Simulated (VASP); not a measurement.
The system is NaI.

```
I Na
1.0
     0.00000    3.23640    3.23640
     3.23640    0.00000    3.23640
     3.23640    3.23640    0.00000
I Na
1 1
Direct
  0.50000 0.50000 0.50000
  0.00000 0.00000 0.00000
```

| Item | Value |
| --- | --- |
| Program | VASP 6.6.1 |
| Task | relaxation of cell and atoms |
| Functional | PBEsol |
| Dispersion | D3(BJ) |
| Potentials or basis | VASP PAW PBE potentials, release 64 (I, Na_pv) |
| Cutoff | 600 eV |
| k mesh | 7 × 7 × 7 |
| Occupations | fermi-dirac, width 0.05 eV |
| Spin | no spin polarisation |

At the start: pressure -1.6 GPa; volume 33.90 Å³/atom.

How do energy, volume and symmetry change on relaxing?

Over 4 steps the energy falls by 18.4 meV/atom and the volume is 30.62 Å³/atom (-9.7 %); space group Fm-3m (No. 225, to 0.1 Å) before and after.

The path:
```tsv
step	energy change (eV)	largest force (eV/Å)	pressure (GPa)	volume (Å³)
1	0.0000	0.0000	-1.64	67.80
2	-0.0272	0.0000	-0.92	64.45
3	-0.0367	0.0000	-0.12	61.62
4	-0.0368	0.0000	0.02	61.24
```

Final structure:
```xyz
2
Lattice="0.0000 3.1284 3.1284 3.1284 0.0000 3.1284 3.1284 3.1284 0.0000" Properties=species:S:1:pos:R:3 pbc="T T T"
I     3.1284    3.1284    3.1284
Na    0.0000    0.0000    0.0000
```

Caveat: the PAW data sets were made with another functional, which shifts forces and pressure a little.
